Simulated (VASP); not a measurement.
Wanted: the native input for a VASP 6.6.1 run.

```yaml
Task: single point
Functional: LDA
Potentials_or_basis: VASP PAW LDA potentials, release 64 (Re, S)
Cutoff: 520 eV
k_mesh: 4 × 4 × 1
Occupations: gaussian, width 0.01 eV
Spin: no spin polarisation
Dipole_correction: no
Further_INCAR_settings: LREAL = Auto; ALGO = Normal; EDIFF = 1e-06; NBANDS = 94
```

The structure of ReS2 lies in POSCAR:

```
ReS2
1.0
    6.2991849590     -0.0061710578      0.0000000000
    3.0878868001      5.6102736789      0.0000000000
    0.0000000000      0.0000000000     23.0000000000
Re S
8 16
Direct
    0.1130287998      0.1969780309      0.3666203765
    0.2358341566      0.5715523585      0.3714496103
    0.6862881407      0.1701644103      0.3684373870
    0.6625101732      0.5987226192      0.3698326511
    0.6356934831      0.7269137528      0.6285504577
    0.7584988678      1.1014882043      0.6333796497
    1.2090173690      0.6997437915      0.6301673186
    1.1852394255      1.1283020028      0.6315625799
    0.8581604732      0.7883593739      0.3182166168
    0.3197427164      0.8194689448      0.3109366647
    0.0288323774      0.9491039355      0.4270277238
   -0.0085170226      0.4878209861      0.4368200448
    0.4908437521      0.9805698256      0.4198631723
    0.8186537495      0.3267619498      0.2937392349
    0.5291391217      0.4424964194      0.4445444240
    0.3584576400      0.2794569630      0.3013908672
    1.3806838161      1.3178965872      0.5801368122
    0.8426949751      1.3493625495      0.5729723056
    0.5517845694      1.4789973439      0.6890633968
    0.5130700612      1.0190097478      0.6986091043
    1.0133671062      1.5101070495      0.6817833586
    1.3423886462      0.8559700752      0.5554555471
    1.0528739685      0.9717046382      0.7062607442
    0.8800444676      0.8106455005      0.5631799516
```

One way to write it, as run:

INCAR

```
SYSTEM = ReS2
PREC     = Accurate       ! precision mode
ENCUT    = 520            ! plane-wave cutoff, eV
EDIFF    = 1E-6           ! SCF threshold, eV
ISMEAR   = 0              ! smearing method
SIGMA    = 0.01           ! smearing width, eV
LREAL    = Auto         
LASPH    = .True.         ! aspherical terms in the spheres
NELM     = 80             ! most SCF steps
ALGO     = Normal         ! electronic algorithm
ISIF     = 2              ! what is computed and relaxed
LWAVE    = .False.        ! write WAVECAR
LCHARG   = .False.        ! write CHGCAR
GGA      = CA             ! functional
NBANDS   = 94             ! bands
LUSENCCL = .False.
```

KPOINTS

```
Automatic mesh
0
Gamma
  4 4 1
  0 0 0
```

Potentials or basis: VASP PAW LDA potentials, release 64 (Re, S).

The run is started by

```sh
$ cat potpaw_LDA.64/Re/POTCAR potpaw_LDA.64/S/POTCAR > POTCAR
$ mpirun -np 1 vasp_std > vasp.out
```

It gave:

The largest force is 0.167 eV/Å. The band gap on the k mesh is 1.37 eV.

Caveat: spin-orbit coupling is left out, which moves the levels of the heavy elements.

Wall time 2.4 min on 1 × NVIDIA H100 80GB with 1 thread of AMD EPYC 7R13 Processor (Zen 3), with other jobs on the host, peak memory 1.9 GiB.
